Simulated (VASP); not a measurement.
Runs of VASP 6.6.1 on Hf2As3. The structure is that of space group P4/mbm (No. 127), or close to it. The cells are those of the table. 

| task | cell | k mesh | cutoff (eV) | gap on the mesh (eV) | pressure (GPa) | largest force (eV/Å) |
| --- | --- | --- | --- | --- | --- | --- |
| single point | a = 7.367, b = 7.367, c = 3.580 Å, 10 atoms | 2 × 2 × 4 | 520 | none | (a) | 0.01 |
| relaxation of cell and atoms | relaxed from a = 7.811, b = 7.811, c = 3.924 Å, 10 atoms | 2 × 2 × 4 | 600 | none | 0.1 | 0.02 |
| single point | a = 7.361, b = 7.361, c = 3.577 Å, 10 atoms | 4 × 4 × 6 | 520 | none | 0.0 | 0.04 |
| single point | a = 7.375, b = 7.375, c = 3.567 Å, 10 atoms | 6 × 6 × 10 | 520 | none | (b) | 0.01 |
| single point | a = 7.811, b = 7.811, c = 3.924 Å, 10 atoms | 4 × 4 × 6 | 520 | none | -11.5 | 3.73 |

Alike in all rows: level PBE; potentials or basis VASP PAW PBE potentials, release 64 (Hf_pv, As); no spin polarisation; smearing gaussian 0.1 eV.

**Question.** Estimate the missing entries.

**Answer.** (a) -0.3; (b) -0.2.

Caveats: some runs use coarse meshes; spin-orbit coupling is left out, which moves the levels of the heavy elements; forces of over 1 eV/Å act on the atoms, so gaps and moduli don't describe the material at rest (some runs).

A k mesh can miss the band edges, and the runs leave out spin-orbit coupling on As, Hf.

A gap of «none» marks levels without a gap at the run's occupations.
